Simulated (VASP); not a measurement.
# SnO2 (I4_1/amd) in VASP: a series of runs

Runs on SnO2. Level: PBEsol. Tasks: single point, relaxation of shape and atoms at fixed volume.

All numbers are computed with VASP 6.6.1; they aren't measurements. Logs are shortened: lines on timing, memory, paths and dates and some standing lists are left out, and cuts for length are marked.

### 1 The cell of the first run

Symmetry: I4_1/amd, No. 141, tetragonal system. The conventional cell has a = 4.003 Å, b = 4.003 Å, c = 10.230 Å, α = 90.00°, β = 90.00°, γ = 90.00°. Sn (site symmetry -4m2) has 6 O at 2.06 to 2.08 Å within 2.7 Å. O (site symmetry 2mm) has 3 Sn at 2.06 to 2.08 Å and 2 O at 2.56 Å within 2.7 Å.

### 2 Single point, PBEsol

File INCAR:

```
ALGO = Normal ; EDIFF = 1E-7
ENCUT = 520 ; GGA = PS
ISIF = 2 ; ISMEAR = 0
LASPH = T ; LCHARG = F
LREAL = F ; LWAVE = F
NBANDS = 35 ; NELM = 100
PREC = Accurate ; SIGMA = 0.01
```

File KPOINTS:

```
k-points
0
Gamma
  8 8 8
```

File POSCAR:

```
SnO2
1.0
   -2.0017386432      2.0017386432      5.1151352792
    2.0017386432     -2.0017386432      5.1151352792
    2.0017386432      2.0017386432     -5.1151352792
Sn O
2 4
Direct
    0.7500000000      0.2500000000      0.5000000000
    0.0000000000      0.0000000000      0.0000000000
    0.7968864506      0.7968864506      0.0000000000
    0.9531135494      0.4531135494      0.5000000000
    0.2031135494      0.2031135494      0.0000000000
    0.5468864506      0.0468864506      0.5000000000
```

Potentials or basis: VASP PAW PBE potentials, release 64 (Sn_d, O).

Command:

```
cat potpaw_PBE.64/Sn_d/POTCAR potpaw_PBE.64/O/POTCAR > POTCAR
mpirun -np 1 vasp_std > vasp.out
```

OUTCAR:

```text
EDIFF = 1E-7
   ENCUT = 520
   GGA = PS
   ISIF = 2
   ISMEAR = 0
   LASPH = T
   LREAL = F
   NELM = 100
   PREC = Accurate

 ion  position               nearest neighbor table
   1  0.750  0.250  0.500-   5 2.06   3 2.06   3 2.06   5 2.06   4 2.08   6 2.08   2 3.25   2 3.25
                             2 3.25   2 3.25
   2  0.000  0.000  0.000-   4 2.06   6 2.06   6 2.06   4 2.06   3 2.08   5 2.08   1 3.25   1 3.25
                             1 3.25   1 3.25
   3  0.797  0.797  0.000-   1 2.06   1 2.06   2 2.08
   4  0.953  0.453  0.500-   2 2.06   2 2.06   1 2.08
   5  0.203  0.203  0.000-   1 2.06   1 2.06   2 2.08
   6  0.547  0.047  0.500-   2 2.06   2 2.06   1 2.08

  LATTYP: Found a body centered tetragonal cell.
 ALAT       =     4.0034772864
 C/A-ratio  =     2.5553462219

  Lattice vectors:

 A1 = (  -2.0017386432,   2.0017386432,   5.1151352792)
 A2 = (   2.0017386432,  -2.0017386432,   5.1151352792)
 A3 = (   2.0017386432,   2.0017386432,  -5.1151352792)

Analysis of symmetry for initial positions (statically):
=====================================================================
 Subroutine PRICEL returns:
 Original cell was already a primitive cell.

 Routine SETGRP: Setting up the symmetry group for a
 body centered tetragonal supercell.

 Subroutine GETGRP returns: Found 16 space group operations
 (whereof  8 operations were pure point group operations)
 out of a pool of 16 trial point group operations.

The static configuration has the point symmetry D_2d.
 The point group associated with its full space group is D_4h.

Analysis of symmetry for dynamics (positions and initial velocities):
=====================================================================
 Subroutine PRICEL returns:
 Original cell was already a primitive cell.

 Routine SETGRP: Setting up the symmetry group for a
 body centered tetragonal supercell.

 Subroutine GETGRP returns: Found 16 space group operations
 (whereof  8 operations were pure point group operations)
 out of a pool of 16 trial point group operations.

The dynamic configuration has the point symmetry D_2d.
 The point group associated with its full space group is D_4h.

 Subroutine INISYM returns: Found 16 space group operations
 (whereof  8 operations are pure point group operations),
 and found     1 'primitive' translations

----------------------------------------------------------------------------------------

                                     Primitive cell

  volume of cell :      81.9845

[... 95 lines left out ...]
   NELM   =    100;   NELMIN=  2; NELMDL= -5     # of ELM steps
   EDIFF  = 0.1E-06   stopping-criterion for ELM
   LREAL  =      F    real-space projection
   EDIFFG = 0.1E-05   stopping-criterion for IOM
   NSW    =      0    number of steps for IOM
   IBRION =     -1    ionic relax: 0-MD 1-quasi-New 2-CG
   NFREE  =      0    steps in history (QN), initial steepest desc. (CG)
   ISIF   =      2    stress and relaxation
   ISYM   =      2    0-nonsym 1-usesym 2-fastsym
   POTIM  = 0.5000    time-step for ionic-motion
   TEBEG  =    0.0;   TEEND  =   0.0 temperature during run
   PSTRESS=    0.0 pullay stress
   NELECT =      52.0000    total number of electrons
   NUPDOWN=      -1.0000    fix difference up-down
   EMIN   =  10.00;   EMAX   =-10.00  energy-range for DOS
   EFERMI =   0.00;   METHOD = LEGACY
   ISMEAR =     0;   SIGMA  =   0.01  broadening in eV -4-tet -1-fermi 0-gaus
   EFERMI_NEDOS =   21; number of points for ismear=-14 and -15
   IALGO  =     38    algorithm
   IMIX   =      4    mixing-type and parameters
     AMIX     =   0.40;   BMIX     =  1.00
     AMIX_MAG =   1.60;   BMIX_MAG =  1.00
  volume/ion in A,a.u.               =      13.66        92.21
  Fermi-wavevector in a.u.,A,eV,Ry     =   1.406583  2.658056 26.918792  1.978475
  Thomas-Fermi vector in A             =   2.528929
   LORBIT       =      0    0 simple, 1 ext, 2 COOP (PROOUT), +10 PAW based schemes
   GGA     = PS    functional components
   LHFCALC =     F    Hartree Fock is set to
   AEXX    =    0.0000 exact exchange contribution
   IVDW    =     0    specifies the selected vdW correction
   LEPSILON=     F    determine dielectric tensor
   LRPA    =     F    only Hartree local field effects (RPA)
 non-spin polarized calculation
 Gauss-broadening in eV      SIGMA  =   0.01
  energy-cutoff  :      520.00
  volume of cell :       81.98
 maximum number of plane-waves:      2244
 NGX is ok and might be reduce to    48
   NGX = 21   NGY = 21   NGZ = 21

 number of electron      52.0000005 magnetization

 Free energy of the ion-electron system (eV)
  ---------------------------------------------------
  ext. energy  EPLUGINS =         0.00000000
  ---------------------------------------------------
  free energy    TOTEN  =       -39.21932530 eV

  energy without entropy =      -39.21932530  energy(sigma->0) =      -39.21932530

 E-fermi :   3.9976     XC(G=0): -10.5499

 val. band max:        3.9163132156   @ k =   0.2500   0.2500   0.2500
 cond. band min:       5.4979461914   @ k =   0.0000   0.0000   0.0000
 fundamental gap:      1.5816329758
 Fermi energy:         3.9975760944

 k-point     1 :       0.0000    0.0000    0.0000
  band No.  band energies     occupation
      1     -16.4008      2.00000
      2     -16.3768      2.00000
      3     -16.2356      2.00000
      4     -15.6774      2.00000
      5     -15.5655      2.00000
      6     -15.5655      2.00000
[... 901 lines left out ...]
     34      15.1625      0.00000
     35      16.6772      0.00000

 [... further k-points ...]
[... 5 lines left out ...]
  --------------------------------------------------------------------------------------
  -------------------------------------------------------------------------------------
  Total        0.7334074      0.7334074      0.8124587      0.0000000      0.0000000      0.0000000
  in kB       14.3325672     14.3325672     15.8774223      0.0000000      0.0000000      0.0000000
  external PRESSURE =      14.8475189 kB  Pullay stress =       0.0000000 kB

 VOLUME and BASIS-vectors are now :
 -----------------------------------------------------------------------------
  energy-cutoff  :      520.00
  volume of cell :       81.98
      direct lattice vectors                 reciprocal lattice vectors
    -2.001738643  2.001738643  5.115135279     0.000000000  0.249782858  0.097749125
     2.001738643 -2.001738643  5.115135279     0.249782858  0.000000000  0.097749125
     2.001738643  2.001738643 -5.115135279     0.249782858  0.249782858  0.000000000

 POSITION                                       TOTAL-FORCE (eV/Angst)
 -----------------------------------------------------------------------------------
     -0.00000      2.00174      2.55757         0.000000      0.000000     -0.000000
      0.00000      0.00000      0.00000         0.000000      0.000000      0.000000
      0.00000      0.00000      8.15236         0.000000     -0.000000     -0.028911
      0.00000      2.00174      4.63547        -0.000000      0.000000      0.028911
      0.00000      0.00000      2.07791         0.000000     -0.000000      0.028911
     -0.00000      2.00174      0.47966        -0.000000      0.000000     -0.028911
 -----------------------------------------------------------------------------------
    total drift:                                0.000000     -0.000000      0.000000

  FREE ENERGIE OF THE ION-ELECTRON SYSTEM (eV)
  ---------------------------------------------------
  free  energy   TOTEN  =       -39.2193253030 eV

  energy  without entropy=      -39.2193253030  energy(sigma->0) =      -39.21932530
```

It took 7.9 min on 1 thread of Intel Xeon Platinum 8259CL at 2.50GHz (Skylake/Cascade Lake), shared host; peak memory 0.39 GiB.

What came out:

* Free energy: -39.2193 eV
* Pressure: 1.5 GPa
* Largest force: 0.029 eV/Å
* Band gap on the k mesh: 1.58 eV (least direct gap 1.96 eV)

Forces on the atoms (eV/Å):
```
Sn   0.000  0.000  0.000
Sn   0.000  0.000  0.000
O    0.000  0.000 -0.029
O    0.000  0.000  0.029
O    0.000  0.000  0.029
O    0.000  0.000 -0.029
```

Stress tensor (GPa, compression positive):
```
1.43 0.00 0.00
0.00 1.43 0.00
0.00 0.00 1.59
```

Levels at points of the mesh, in eV from the valence-band top:
```csv
k point,band 22,band 23,band 24,band 25,band 26,band 27,band 28,band 29,band 30,band 31
"(0.00, 0.00, 0.00)",-1.07,-0.66,-0.66,-0.38,-0.38,1.58,5.55,9.24,9.74,9.78
"(0.50, 0.00, 0.00)",-1.10,-0.77,-0.76,-0.57,-0.38,4.91,6.18,7.84,8.53,9.92
"(0.50, 0.50, 0.00)",-0.90,-0.80,-0.80,-0.05,-0.05,7.27,7.27,7.58,7.58,8.58
"(0.50, 0.50, 0.50)",-2.74,-1.02,-1.02,-0.28,-0.28,4.24,4.24,7.57,7.57,11.89
```

Caveat: the PAW data sets were made with another functional, which shifts forces and pressure a little; spin-orbit coupling is left out, which moves the levels of the heavy elements. A k mesh can miss the band edges.

### 3 Relaxation of shape and atoms at fixed volume, PBEsol

File INCAR:

```
SYSTEM = SnO2
ALGO = Normal ; EDIFF = 1E-7
EDIFFG = -0.005 ; ENCUT = 600
GGA = PS ; IBRION = 2
ISIF = 4 ; ISMEAR = 0
LASPH = .TRUE. ; LCHARG = .FALSE.
LREAL = .FALSE. ; LWAVE = .FALSE.
NELM = 80 ; NSW = 80
PREC = Accurate ; SIGMA = 0.01
```

File KPOINTS:

```
k-points
0
G
  8 8 8
  0 0 0
```

File POSCAR:

```
SnO2
1.0
   -2.0000690000      2.0000690000      5.1236790000
    2.0000690000     -2.0000690000      5.1236790000
    2.0000690000      2.0000690000     -5.1236790000
Sn O
2 4
Direct
    0.7500000000      0.2500000000      0.5000000000
    0.0000000000      0.0000000000      0.0000000000
    0.7965230000      0.7965230000      0.0000000000
    0.9534770000      0.4534770000      0.5000000000
    0.2034770000      0.2034770000      0.0000000000
    0.5465230000      0.0465230000      0.5000000000
```

Potentials or basis: VASP PAW PBE potentials, release 64 (Sn_d, O).

Command:

```
cat potpaw_PBE.64/Sn_d/POTCAR potpaw_PBE.64/O/POTCAR > POTCAR
mpirun -np 1 vasp_std > vasp.out
```

Run time: 11 min. Hardware: 1 thread of Intel Xeon Platinum 8259CL at 2.50GHz (Skylake/Cascade Lake), shared host; peak memory 0.41 GiB.

It converged, with:

```yaml
Free_energy: -39.2283 eV
Energy_gained_by_relaxing: 0.1 meV/atom
Ionic_steps: 3
Pressure_after_relaxing: 1.3 GPa
Largest_force_after_relaxing: 0.005 eV/Å
Band_gap_on_the_k_mesh: 1.58 eV (least direct gap 1.96 eV)
```

Forces in eV/Å, atoms in the order of the input:
```
Sn   0.000  0.000  0.000
Sn   0.000  0.000  0.000
O    0.000  0.000 -0.005
O    0.000  0.000  0.005
O    0.000  0.000  0.005
O    0.000  0.000 -0.005
```

Step by step:
| step | energy change (eV) | largest force (eV/Å) | pressure (GPa) | volume (Å³) |
| --- | --- | --- | --- | --- |
| 1 | 0.0000 | 0.0574 | 1.11 | 81.98 |
| 2 | -0.0006 | 0.0274 | 1.33 | 81.98 |
| 3 | -0.0007 | 0.0049 | 1.27 | 81.98 |

Final structure:
```xyz
6
Lattice="-2.0019 2.0019 5.1144 2.0019 -2.0019 5.1144 2.0019 2.0019 -5.1144" Properties=species:S:1:pos:R:3 pbc="T T T"
Sn    0.0000    2.0019    2.5572
Sn    0.0000    0.0000    0.0000
O     0.0000    0.0000    8.1495
O     0.0000    2.0019    4.6365
O     0.0000    0.0000    2.0793
O     0.0000    2.0019    0.4779
```

Levels at points of the mesh, in eV from the valence-band top:
```
           k point  band 22  band 23  band 24  band 25  band 26  band 27  band 28  band 29  band 30  band 31
(0.00, 0.00, 0.00)    -1.06    -0.67    -0.67    -0.38    -0.38     1.58     5.53     9.25     9.73     9.79
(0.50, 0.00, 0.00)    -1.11    -0.78    -0.76    -0.57    -0.39     4.91     6.17     7.84     8.53     9.92
(0.50, 0.50, 0.00)    -0.91    -0.81    -0.81    -0.05    -0.05     7.27     7.27     7.57     7.57     8.58
(0.50, 0.50, 0.50)    -2.75    -1.02    -1.02    -0.28    -0.28     4.22     4.22     7.57     7.57    11.88
```

Caveat: the PAW data sets were made with another functional, which shifts forces and pressure a little; spin-orbit coupling is left out, which moves the levels of the heavy elements. A k mesh can miss the band edges.
